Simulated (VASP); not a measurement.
# CaS3 (P4/mmm) in VASP: notebook, part 2 of 2

VASP 6.6.1. The steps go on from the part before.

**5. Single point, PBE**

This run uses another cell than the first one, of 27.71 Å³/atom.

The input, INCAR:

```
PREC = Accurate
ENCUT = 520
EDIFF = 1E-7
ISMEAR = 0
SIGMA = 0.1
LREAL = F
LASPH = T
NELM = 80
ALGO = Normal
ISIF = 2
LWAVE = F
LCHARG = F
GGA = PE
NBANDS = 22
```

The input, KPOINTS:

```
regular mesh
0
Gamma
  4 4 4
```

The input, POSCAR:

```
CaS3
1.0
    5.0263789000      0.0000000000      0.0000000000
    0.0000000000      5.0263789000      0.0000000000
    0.0000000000      0.0000000000      4.3878989600
Ca S
1 3
Direct
    0.0000000000      0.0000000000      0.0000000000
    0.5000000000      0.5000000000      0.0000000000
    0.0000000000      0.5000000000      0.5000000000
    0.5000000000      0.0000000000      0.5000000000
```

Potentials or basis: VASP PAW PBE potentials, release 64 (Ca_sv, S).

On the command line:

```
$ cat potpaw_PBE.64/Ca_sv/POTCAR potpaw_PBE.64/S/POTCAR > POTCAR
$ mpirun -np 1 vasp_std > vasp.out
```

OUTCAR:

```text
PREC = Accurate
   ENCUT = 520
   EDIFF = 1E-7
   ISMEAR = 0
   LREAL = F
   LASPH = T
   NELM = 80
   ISIF = 2
   GGA = PE

 ion  position               nearest neighbor table
   1  0.000  0.000  0.000-
   2  0.500  0.500  0.000-
   3  0.000  0.500  0.500-
   4  0.500  0.000  0.500-

  LATTYP: Found a simple tetragonal cell.
 ALAT       =     5.0263789000
 C/A-ratio  =     0.8729741723

  Lattice vectors:

 A1 = (   5.0263789000,   0.0000000000,   0.0000000000)
 A2 = (   0.0000000000,   5.0263789000,   0.0000000000)
 A3 = (   0.0000000000,   0.0000000000,   4.3878989600)

Analysis of symmetry for initial positions (statically):
=====================================================================
 Subroutine PRICEL returns:
 Original cell was already a primitive cell.

 Routine SETGRP: Setting up the symmetry group for a
 simple tetragonal supercell.

 Subroutine GETGRP returns: Found 16 space group operations
 (whereof 16 operations were pure point group operations)
[... 158 lines left out ...]
  free energy    TOTEN  =       -14.08419040 eV

  energy without entropy =      -14.05879787  energy(sigma->0) =      -14.07149413

 E-fermi :   1.8525     XC(G=0):  -8.6347

 val. band max:        1.8341001762   @ k =   0.2500   0.2500   0.0000
 cond. band min:       1.8525934820   @ k =   0.5000   0.5000   0.0000
 fundamental gap:      0.0184933058
 Fermi energy:         1.8525195023

 k-point     1 :       0.0000    0.0000    0.0000
  band No.  band energies     occupation
      1     -39.4036      2.00000
      2     -20.3396      2.00000
      3     -20.3396      2.00000
      4     -20.3292      2.00000
      5     -10.5271      2.00000
      6      -8.9832      2.00000
[... 439 lines left out ...]
     21       5.9977      0.00000
     22       6.5322      0.00000

------------------------ aborting loop because EDIFF is reached ----------------------------------------

  FORCE on cell =-STRESS in cart. coord.  units (eV):
  Direction    XX          YY          ZZ          XY          YZ          ZX
  --------------------------------------------------------------------------------------
  -------------------------------------------------------------------------------------
  Total       -6.8100988     -6.8100988     -7.8936997      0.0000000     -0.0000000      0.0000000
  in kB      -98.4230757    -98.4230757   -114.0838370      0.0000000     -0.0000000      0.0000000
  external PRESSURE =    -103.6433295 kB  Pullay stress =       0.0000000 kB

 VOLUME and BASIS-vectors are now :
 -----------------------------------------------------------------------------
  energy-cutoff  :      520.00
  volume of cell :      110.86
      direct lattice vectors                 reciprocal lattice vectors
     5.026378900  0.000000000  0.000000000     0.198950382  0.000000000  0.000000000
     0.000000000  5.026378900  0.000000000     0.000000000  0.198950382  0.000000000
     0.000000000  0.000000000  4.387898960     0.000000000  0.000000000  0.227899505

 POSITION                                       TOTAL-FORCE (eV/Angst)
 -----------------------------------------------------------------------------------
      0.00000      0.00000      0.00000         0.000000      0.000000      0.000000
      2.51319      2.51319      0.00000         0.000000      0.000000      0.000000
      0.00000      2.51319      2.19395         0.000000      0.000000      0.000000
      2.51319      0.00000      2.19395         0.000000      0.000000      0.000000
 -----------------------------------------------------------------------------------
    total drift:                                0.000000      0.000000     -0.000000

  FREE ENERGIE OF THE ION-ELECTRON SYSTEM (eV)
  ---------------------------------------------------
  free  energy   TOTEN  =       -14.0841904015 eV

  energy  without entropy=      -14.0587978677  energy(sigma->0) =      -14.07149413
```

It took 64 s on 1 thread of Intel Xeon 8259CL, shared host; peak memory 0.24 GiB.

Results:

```yaml
Free_energy: -14.0842 eV
Pressure: -10.4 GPa
Band_gap_on_the_k_mesh: zero (bands 14 and 15 overlap by 0.97 eV)
```

Stress tensor (GPa, compression positive):
```
 -9.84   0.00   0.00
  0.00  -9.84   0.00
  0.00   0.00 -11.41
```

Caveat: the cell stands under tension.

**6. Relaxation of cell and atoms, PBE**

This run uses another cell than the first one, of 27.71 Å³/atom.

The input, INCAR:

```
PREC     = Accurate       # precision mode
ENCUT    = 600            # plane-wave cutoff, eV
EDIFF    = 1E-6           # SCF threshold, eV
ISMEAR   = 0              # smearing method
SIGMA    = 0.1            # smearing width, eV
LREAL    = F              # projectors in reciprocal space
LASPH    = T              # aspherical terms in the spheres
NELM     = 80             # most SCF steps
ALGO     = Normal         # electronic algorithm
ISIF     = 3              # what is computed and relaxed
LWAVE    = F              # write WAVECAR
LCHARG   = F              # write CHGCAR
GGA      = PE             # functional
IBRION   = 2              # ionic algorithm
NSW      = 90             # ionic steps
EDIFFG   = -0.04          # ionic threshold
```

KPOINTS is that of step 5.

POSCAR is that of step 5.

Potentials or basis: VASP PAW PBE potentials, release 64 (Ca_sv, S).

On the command line:

```
$ cat potpaw_PBE.64/Ca_sv/POTCAR potpaw_PBE.64/S/POTCAR > POTCAR
$ mpirun -np 1 vasp_std > vasp.out
```

OUTCAR:

```text
PREC = Accurate
   ENCUT = 600
   EDIFF = 1E-6
   ISMEAR = 0
   LREAL = F
   LASPH = T
   NELM = 80
   ISIF = 3
   GGA = PE
   IBRION = 2
   NSW = 90
   EDIFFG = -0.04

 ion  position               nearest neighbor table
   1  0.000  0.000  0.000-
   2  0.500  0.500  0.000-
   3  0.000  0.500  0.500-
   4  0.500  0.000  0.500-

  LATTYP: Found a simple tetragonal cell.
 ALAT       =     5.0263789000
 C/A-ratio  =     0.8729741723

  Lattice vectors:

 A1 = (   5.0263789000,   0.0000000000,   0.0000000000)
 A2 = (   0.0000000000,   5.0263789000,   0.0000000000)
 A3 = (   0.0000000000,   0.0000000000,   4.3878989600)

Analysis of symmetry for initial positions (statically):
[... 158 lines left out ...]
 maximum number of plane-waves:      3736
   NGX = 21   NGY = 21   NGZ = 17

--------------------------------------- Ionic step        1  -------------------------------------------

 number of electron      27.9999998 magnetization

 Free energy of the ion-electron system (eV)
  ---------------------------------------------------
  ext. energy  EPLUGINS =         0.00000000
  ---------------------------------------------------
  free energy    TOTEN  =       -14.08426227 eV

  energy without entropy =      -14.05886388  energy(sigma->0) =      -14.07156307

 E-fermi :   1.8524     XC(G=0):  -8.6346

 val. band max:        1.8523427450   @ k =   0.5000   0.5000   0.0000
 cond. band min:       1.8700283668   @ k =   0.2500   0.0000   0.2500
 fundamental gap:      0.0176856218
 Fermi energy:         1.8524160163
[... 1064 lines left out ...]
--------------------------------------- Ionic step        9  -------------------------------------------

 number of electron      28.0000005 magnetization

 Free energy of the ion-electron system (eV)
  ---------------------------------------------------
  ext. energy  EPLUGINS =         0.00000000
  ---------------------------------------------------
  free energy    TOTEN  =       -15.78567590 eV

  energy without entropy =      -15.76992792  energy(sigma->0) =      -15.77780191

 E-fermi :   5.5870     XC(G=0): -10.3458

 val. band max:        5.5835898770   @ k =   0.2500   0.0000   0.2500
 cond. band min:       5.6542110036   @ k =   0.2500   0.2500   0.0000
 fundamental gap:      0.0706211265
 Fermi energy:         5.5869928182
[... 407 lines left out ...]
  FREE ENERGIE OF THE ION-ELECTRON SYSTEM (eV)
  ---------------------------------------------------
  free  energy   TOTEN  =       -15.7856758958 eV

  energy  without entropy=      -15.7699279229  energy(sigma->0) =      -15.77780191

 reached required accuracy - stopping structural energy minimisation
```

OSZICAR:

```text
N       E                     dE             d eps       ncg     rms          rms(c)
DAV:   1     0.204774297525E+03    0.20477E+03   -0.13438E+04   648   0.152E+03
DAV:   2    -0.146848819548E+01   -0.20624E+03   -0.20366E+03   878   0.309E+02
DAV:   3    -0.136400964158E+02   -0.12172E+02   -0.12003E+02   898   0.712E+01
[... 87 lines left out ...]
DAV:   5    -0.157854735578E+02    0.61905E-04   -0.31257E-03   710   0.404E-01    0.250E-01
DAV:   6    -0.157857008378E+02   -0.22728E-03   -0.13061E-03   742   0.278E-01    0.574E-02
DAV:   7    -0.157856714969E+02    0.29341E-04   -0.18476E-04   714   0.906E-02    0.180E-02
DAV:   8    -0.157856752341E+02   -0.37371E-05   -0.14865E-05   826   0.260E-02    0.670E-03
DAV:   9    -0.157856758958E+02   -0.66175E-06   -0.10962E-06   402   0.850E-03
   9 F= -.15785676E+02 E0= -.15777802E+02  d E =-.860705E-01
```

Wall time 7.3 min (1 thread of Intel Xeon 8259CL, shared host); peak memory 0.27 GiB.

Results:

| Property | Result |
| --- | --- |
| Free energy | -15.7857 eV |
| Relaxed volume | 18.79 Å³/atom |
| Relaxed cell | a = 4.609 Å, b = 4.609 Å, c = 3.539 Å, α = 90.00°, β = 90.00°, γ = 90.00° |
| Space group after relaxing (to 0.1 Å) | P4/mmm (No. 123) |
| Energy gained by relaxing | 425.4 meV/atom |
| Ionic steps | 9 |
| Pressure after relaxing | 0.1 GPa |
| Band gap on the k mesh | zero (bands 14 and 15 overlap by 1.87 eV) |

The path:
```csv
step,energy change (eV),largest force (eV/Å),pressure (GPa),volume (Å³)
1,0.0000,0.0000,-10.34,110.86
2,-1.4427,0.0000,-5.42,84.57
3,-1.6128,0.0000,-0.75,76.62
4,-1.6158,0.0000,0.26,75.35
5,-1.6153,0.0000,-0.23,75.97
6,-1.6400,0.0000,-0.16,75.85
7,-1.6962,0.0000,0.02,75.35
8,-1.5431,0.0000,1.68,73.62
9,-1.7014,0.0000,0.09,75.18
```

Final structure:
```
Ca S
1.0
     4.60870    0.00000    0.00000
     0.00000    4.60870    0.00000
     0.00000    0.00000    3.53947
Ca S
1 3
Direct
  0.00000 0.00000 0.00000
  0.50000 0.50000 0.00000
  0.00000 0.50000 0.50000
  0.50000 0.00000 0.50000
```

Caveat: the volume moved by over 15 % at a fixed basis, so the end points are rough.

**7. The runs side by side**

```tsv
task	cell	k mesh	cutoff (eV)	gap on the mesh (eV)	pressure (GPa)
single point	a = 4.606, b = 4.606, c = 3.549 Å, 4 atoms	10 × 10 × 14	520	none	0.1
single point	a = 4.623, b = 4.623, c = 3.508 Å, 4 atoms	4 × 4 × 4	520	none	0.2
single point	a = 5.026, b = 5.026, c = 4.388 Å, 4 atoms	4 × 4 × 4	520	none	-10.4
relaxation of cell and atoms	relaxed from a = 5.026, b = 5.026, c = 4.388 Å, 4 atoms	4 × 4 × 4	600	none	0.1
```

Alike in all rows: level PBE; potentials or basis VASP PAW PBE potentials, release 64 (Ca_sv, S); no spin polarisation; smearing gaussian 0.1 eV.

Caveats: some runs use coarse meshes; the cell stands under tension (at least some runs); the volume moved by over 15 % at a fixed basis, so the end points are rough (at least some runs).

Absolute energies hang on the potentials; compare differences alone.
